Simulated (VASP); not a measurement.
Be: single point with PBE

Crystal: Be.

```
Be
1.0
     4.33600    0.00000    0.00000
     0.00000    3.75500    0.00000
     0.00000    0.00000    3.41600
Be
8
Cartesian
  1.6206 2.9002 2.6478
  0.4729 0.8926 2.5315
  0.5974 2.8218 0.8319
  1.6512 0.9594 0.8942
  3.8740 2.8171 2.5522
  2.6281 0.7901 2.5854
  2.7561 2.8847 0.8231
  3.7437 0.9541 0.7978
```

```yaml
Program: VASP 6.6.1
Task: single point
Functional: PBE
Potentials_or_basis: VASP PAW PBE potentials, release 64 (Be)
Cutoff: 520 eV
k_mesh: 2 × 2 × 2
Occupations: methfessel-paxton, width 0.05 eV
Spin: no spin polarisation
Dipole_correction: no
Further_INCAR_settings: ALGO = Normal; EDIFF = 1e-06; NBANDS = 18
```

* Pressure: 29.7 GPa
* Largest force: 2.094 eV/Å
* Band gap on the k mesh: zero (bands 8 and 9 overlap by 0.85 eV)

Forces on the atoms (eV/Å):
```
Be  -0.463 -1.317 -1.560
Be   0.743  0.618  0.019
Be  -0.548  0.069  1.167
Be  -0.589  0.268 -0.463
Be  -0.531 -1.136 -0.344
Be   0.963  0.507 -0.265
Be  -0.212  0.251  0.878
Be   0.637  0.741  0.568
```

Stress tensor (GPa, compression positive):
```
12.73  2.24 -0.87
 2.24 40.68  1.00
-0.87  1.00 35.71
```

Levels at points of the mesh, in eV from the Fermi level:
```
           k point  band 4  band 5  band 6  band 7  band 8  band 9  band 10  band 11  band 12  band 13
(0.00, 0.00, 0.00)   -6.06   -4.94   -0.88    0.49    0.64    1.42     1.64     1.87     2.48     2.94
(0.50, 0.00, 0.00)   -4.17   -3.05   -2.97   -0.55   -0.35    0.82     1.07     1.55     1.75     4.55
(0.00, 0.50, 0.00)   -4.72   -4.36   -4.14   -2.84   -2.06    2.15     2.54     4.69     5.06     5.54
(0.50, 0.50, 0.00)   -8.43   -1.12   -0.78   -0.27    0.00    0.81     0.91     1.15     1.28     7.44
(0.00, 0.00, 0.50)   -4.64   -4.16   -4.10   -3.20   -2.85    0.20     0.40     4.07     4.40     4.97
(0.50, 0.00, 0.50)   -8.24   -1.49   -1.34   -1.02   -0.89   -0.22    -0.07    -0.01     0.06     7.36
(0.00, 0.50, 0.50)   -7.39   -4.31   -4.25   -4.20   -4.15    2.52     2.57     2.59     2.61     7.50
(0.50, 0.50, 0.50)   -6.52   -6.26   -6.25   -6.10   -6.02    6.21     6.91     7.11     7.29     7.47
```

Run time: 5.7 s on 1 thread of Intel(R) Xeon(R) Platinum 8488C (Sapphire Rapids) (shared host), peak memory 0.15 GiB.

Caveat: the k points lie up to 0.92 Å⁻¹ apart, too coarse for converged energies and pressures of a metal; forces of over 1 eV/Å act on the atoms, so gaps and moduli don't describe the material at rest.
